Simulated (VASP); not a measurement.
Input of a VASP 6.6.1 run:

Contents of INCAR:

```
PREC = Accurate ; ENCUT = 520
EDIFF = 1E-6 ; ISMEAR = 0
SIGMA = 0.05 ; LREAL = F
LASPH = T ; NELM = 100
ALGO = Normal ; ISIF = 2
LWAVE = F ; LCHARG = T
GGA = CA ; LELF = T
LVHAR = T ; NBANDS = 19
```

KPOINTS

```
regular mesh
0
Gamma
  6 6 6
```

POSCAR

```
Li3ClO
1.0
    3.9083370000      0.0000000000      0.0000000000
    0.0000000000      3.9083370000      0.0000000000
    0.0000000000      0.0000000000      3.9083370000
Li Cl O
3 1 1
Direct
    0.0000000000      0.5000000000      0.5000000000
    0.5000000000      0.0000000000      0.5000000000
    0.5000000000      0.5000000000      0.0000000000
    0.0479743686      0.0000000000      0.0000000000
    0.5000000000      0.5000000000      0.5000000000
```

Potentials or basis: VASP PAW LDA potentials, release 64 (Li_sv, Cl, O).

Run with:

```sh
$ cat potpaw_LDA.64/Li_sv/POTCAR potpaw_LDA.64/Cl/POTCAR potpaw_LDA.64/O/POTCAR > POTCAR
$ mpirun -np 1 vasp_std > vasp.out
```

What does it give for the largest force?

0.365 eV/Å.

What does it give for the band gap on the k mesh?

4.54 eV (least direct gap 4.61 eV).

Forces on the atoms (eV/Å):
```
Li   0.056  0.000  0.000
Li  -0.073  0.000  0.000
Li  -0.073  0.000  0.000
Cl  -0.274  0.000  0.000
O    0.365  0.000  0.000
```

Caveat: the cell differs from its parent crystal (all Cl atoms moved +0.188 Å, as atom 4 along Cartesian [1 0 0]). A k mesh can miss the band edges.
